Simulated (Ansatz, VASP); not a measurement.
# Two plane-wave programs on Ti

Contents of INCAR:

```
SYSTEM = Ti
ALGO = Normal
EDIFF = 1E-8
ENCUT = 520
ISIF = 2
ISMEAR = -1
LASPH = .TRUE.
LCHARG = .FALSE.
LEFG = .TRUE.
LREAL = .FALSE.
LWAVE = .FALSE.
NBANDS = 12
NELM = 60
PREC = Accurate
SIGMA = 0.05
```

Contents of KPOINTS:

```
k-points
0
G
  15 15 15
  0 0 0
```

Contents of POSCAR:

```
Ti
1.0
    0.0000000000      2.0097000000      2.0300000000
    2.0097000000      0.0000000000      2.0300000000
    2.0097000000      2.0097000000      0.0000000000
Ti
1
Direct
    0.0000000000      0.0000000000      0.0000000000
```

Input for Ansatz:

```yaml
crystal:
  lattice:
    - [0.0, 2.0097, 2.03]
    - [2.0097, 0.0, 2.03]
    - [2.0097, 2.0097, 0.0]
  atoms:
    - { symbol: Ti, position: [0.0, 0.0, 0.0] }
kpoints:
  mp_grid: { grid: [15, 15, 15] }
scf:
  occupations: { method: fermi_dirac, width: 0.05 }
hamiltonian:
  xc: lda
  pseudopotentials: { kind: paw }
output:
  forces: true
  stress: true
  eigenvalues: true
  efg: { contact_densities: true }
```

Change from the starting cell: equal xx and yy strain of -1 %, PAW files.

Alike in both runs: task electric field gradients; functional LDA; k mesh 15 × 15 × 15; occupations fermi-dirac, width 0.05 eV; no spin polarisation.

|  | VASP | Ansatz |
| --- | --- | --- |
| version | VASP 6.6.1 | Ansatz 0.2.0 |
| potentials or method | VASP PAW LDA potentials, release 64 (Ti_sv) | PAW with Ansatz's default frozen-core files, scalar-relativistic |
| plane-wave cutoff (eV) | 520 | 420 |
| valence electrons in the cell | 12 | 12 |

|  | VASP | Ansatz | Ansatz less VASP |
| --- | --- | --- | --- |
| pressure (GPa) | -2.8 | -2.6 | +0.15 |
| traceless stress, the component that is largest in VASP (GPa) | -0.23 | -0.23 | -0.001 |
| size of Vzz on the site where it differs most (V/Å²) | 0.9 | 0.9 | +0.05 |

LDA's correlation is that of Perdew and Zunger in VASP and of Perdew and Wang (1992) in Ansatz.
